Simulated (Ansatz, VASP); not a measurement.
# One calculation of Fe, two programs

```
CELL_PARAMETERS angstrom
0.00000 2.78813 -2.78813
-2.78813 0.00000 2.78813
1.39407 1.39407 1.39407
ATOMIC_POSITIONS crystal
Fe 0.00000 0.00000 0.00000
Fe 0.33333 0.66667 0.33333
Fe 0.66667 0.33333 0.66667
```

Alike in both runs: task single point; functional PBEsol; k mesh 11 × 11 × 15; occupations fermi-dirac, width 0.08 eV; collinear spin.

```csv
,VASP,Ansatz
version,VASP 6.6.1,Ansatz 0.2.0
potentials or method,"VASP PAW PBE potentials, release 64 (Fe), cutoff 520 eV","all-electron LAPW, scalar-relativistic"
```

|  | VASP | Ansatz | Ansatz less VASP |
| --- | --- | --- | --- |
| pressure (GPa) | -0.2 | -0.3 | -0.08 |
| net moment per atom (μB) | 2.11 | 2.09 | -0.018 |
| size of the moment on the site where the two differ most (μB) | 2.09 | 2.14 | +0.042 |

VASP's potentials were made for PBE, not for PBEsol. Site moments also hang on the region over which each program counts them. Ansatz ran all-electron here, and VASP with PAW potentials.
